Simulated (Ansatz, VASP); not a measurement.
**BaTiO3: VASP beside Ansatz**

Contents of INCAR:

```
PREC     = Accurate       # precision mode
ENCUT    = 520            # plane-wave cutoff, eV
EDIFF    = 1E-8           # SCF threshold, eV
ISMEAR   = -1             # smearing method
SIGMA    = 0.05           # smearing width, eV
LREAL    = False          # projectors in reciprocal space
LASPH    = True           # aspherical terms in the spheres
NELM     = 80             # most SCF steps
ALGO     = Normal         # electronic algorithm
ISIF     = 2              # what is computed and relaxed
LWAVE    = False          # write WAVECAR
LCHARG   = False          # write CHGCAR
GGA      = PE             # functional
LEFG     = True         
NBANDS   = 28             # bands
```

File KPOINTS:

```
regular mesh
0
Gamma
  8 8 8
```

The input POSCAR:

```
BaTiO3
1.0
    3.9027690157      0.0000000000      0.0000000000
    0.0000000000      2.7791347697      2.7877061482
    0.0000000000     -2.7791347697      2.7877061482
Ba Ti O
1 1 3
Direct
    0.0000000000      0.0000000000      0.0000000000
    0.5000000000      0.5079000000      0.5079000000
    0.0000000000      0.4921000000      0.4921000000
    0.5000000000      0.5025100000      0.9937100000
    0.5000000000      0.9937100000      0.5025100000
```

Input for Ansatz:

```yaml
crystal:
  lattice:
    - [3.9027690157, 0.0, 0.0]
    - [0.0, 2.7791347697, 2.7877061482]
    - [0.0, -2.7791347697, 2.7877061482]
  atoms:
    - { symbol: Ba, position: [0.0, 0.0, 0.0] }
    - { symbol: Ti, position: [0.5, 0.5079, 0.5079] }
    - { symbol: O, position: [0.0, 0.4921, 0.4921] }
    - { symbol: O, position: [0.5, 0.50251, 0.99371] }
    - { symbol: O, position: [0.5, 0.99371, 0.50251] }
kpoints:
  mp_grid: { grid: [8, 8, 8] }
scf:
  occupations: { method: fermi_dirac, width: 0.05 }
hamiltonian:
  xc: pbe
  pseudopotentials: { kind: paw }
output:
  forces: true
  stress: true
  eigenvalues: true
  efg: { contact_densities: true }
```

Change from the starting cell: volume scaled by 0.94, PAW files.

Alike in both runs: task electric field gradients; functional PBE; k mesh 8 × 8 × 8; occupations fermi-dirac, width 0.05 eV; no spin polarisation.

|  | VASP | Ansatz |
| --- | --- | --- |
| version | VASP 6.6.1 | Ansatz 0.2.0 |
| potentials or method | VASP PAW PBE potentials, release 64 (Ba_sv, Ti_sv, O) | PAW with Ansatz's default frozen-core files, scalar-relativistic |
| plane-wave cutoff (eV) | 520 | 420 |
| valence electrons in the cell | 40 | 40 |

```tsv
	VASP	Ansatz	Ansatz less VASP
gap on the k mesh at the Fermi level (eV)	1.91	1.99	+0.074
pressure (GPa)	16.3	14.0	-2.22
traceless stress, the component that is largest in VASP (GPa)	0.92	0.90	-0.022
rms of the force components (eV/Å)	0.072	0.066	-0.0056
size of Vzz on the site where it differs most (V/Å²)	18.7	19.7	+0.97
```

Atom by atom the forces differ by 0.010 eV/Å (rms over components). With one functional, cell and mesh, what is left measures potentials, basis and numerics.

Neither program's run includes spin-orbit coupling.
